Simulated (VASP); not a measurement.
Crystal: YbOs3.

```
Yb Os
1.0
     4.01262    0.00000    0.00000
     0.00000    4.01262    0.00000
     0.00000    0.00000    4.01262
Yb Os
1 3
Cartesian
  0.0000 0.0000 0.0000
  0.0000 2.0063 2.0063
  2.0063 2.0063 0.0000
  2.0063 0.0000 2.0063
```

Base run:

| Item | Value |
| --- | --- |
| Program | VASP 6.6.1 |
| Functional | PBE |
| Potentials or basis | VASP PAW PBE potentials, release 64 (Yb, Os) |
| Cutoff | 520 eV |
| k mesh | 8 × 8 × 8 |
| Occupations | gaussian, width 0.05 eV |
| Spin | no spin polarisation |

Its results: band gap on the k mesh zero (bands 24 and 25 overlap by 2.66 eV); pressure 0.2 GPa.

Question: The run is repeated on the same cell with these changes: occupations from gaussian, width 0.05 eV to gaussian, width 0.15 eV; further incar settings from ALGO = Normal; EDIFF = 1e-07; NBANDS = 32 to ALGO = Normal; EDIFF = 1e-06; NBANDS = 32. What comes out?

Answer: Band gap on the k mesh zero (bands 24 and 25 overlap by 2.66 eV); pressure 0.7 GPa.

Caveats: spin-orbit coupling is left out, which moves the levels of the heavy elements.
